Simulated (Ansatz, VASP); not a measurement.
# SrCl2: VASP beside Ansatz

The input POSCAR:

```
SrCl2
1.0
    0.0000000000      3.4855000000      3.4855000000
    3.4855000000      0.0000000000      3.4855000000
    3.4855000000      3.4855000000      0.0000000000
Sr Cl
1 2
Direct
    0.0000000000      0.0000000000      0.0000000000
    0.2449282256      0.2550717744      0.2500000000
    0.7449282256      0.7550717744      0.7500000000
```

File INCAR.step1:

```
SYSTEM = SrCl2
PREC = Accurate
ENCUT = 520
ISMEAR = 0
SIGMA = 0.05
LREAL = .FALSE.
LASPH = .TRUE.
NELM = 100
NBANDS = 19
GGA = PE
ALGO = Normal
EDIFF = 1E-4
LWAVE = .TRUE.
LCHARG = .FALSE.
```

The input INCAR.step2:

```
SYSTEM = SrCl2
PREC = Accurate
ENCUT = 520
EDIFF = 1E-6
ISMEAR = 0
SIGMA = 0.05
LREAL = .FALSE.
LASPH = .TRUE.
NELM = 100
ALGO = Normal
ISIF = 2
LWAVE = .FALSE.
LCHARG = .FALSE.
METAGGA = R2SCAN
LMIXTAU = .TRUE.
NBANDS = 19
ISTART = 1
```

File KPOINTS:

```
Automatic mesh
0
G
  6 6 6
  0 0 0
```

Input for Ansatz:

```yaml
crystal:
  lattice:
    - [0.0, 3.4855, 3.4855]
    - [3.4855, 0.0, 3.4855]
    - [3.4855, 3.4855, 0.0]
  atoms:
    - { symbol: Sr, position: [0.0, 0.0, 0.0] }
    - { symbol: Cl, position: [0.2449282256, 0.2550717744, 0.25] }
    - { symbol: Cl, position: [0.7449282256, 0.7550717744, 0.75] }
basis:
  ecutwfc: 500
kpoints:
  mp_grid: { grid: [6, 6, 6] }
hamiltonian:
  xc: r2scan
scf:
  occupations: { method: gaussian, width: 0.05 }
output:
  forces: true
  stress: true
  eigenvalues: true
```

Change from the starting cell: all Cl atoms moved +0.025 Å, as atom 2 along Cartesian [1 -1 0].

Alike in both runs: task single point; functional r2SCAN; k mesh 6 × 6 × 6; occupations gaussian, width 0.05 eV; no spin polarisation.

|  | VASP | Ansatz |
| --- | --- | --- |
| version | VASP 6.6.1 | Ansatz 0.2.0 |
| potentials or method | VASP PAW PBE potentials, release 64 (Sr_sv, Cl), cutoff 520 eV | scalar-relativistic, plane waves, PAW |
| valence electrons in the cell | 24 | 24 |

Ansatz gave:

* gap on the k mesh at the Fermi level (eV): 5.98
* least direct gap on the mesh (eV): 5.99
* pressure (GPa): 0.4
* rms of the force components (eV/Å): 0.030

Question: Estimate VASP's values.

Answer: gap on the k mesh at the Fermi level (eV): 5.98; least direct gap on the mesh (eV): 5.99; pressure (GPa): 0.4; rms of the force components (eV/Å): 0.031.

VASP's potentials were made for PBE, not for r2SCAN. Atom by atom the forces differ by 0.001 eV/Å (rms over components).
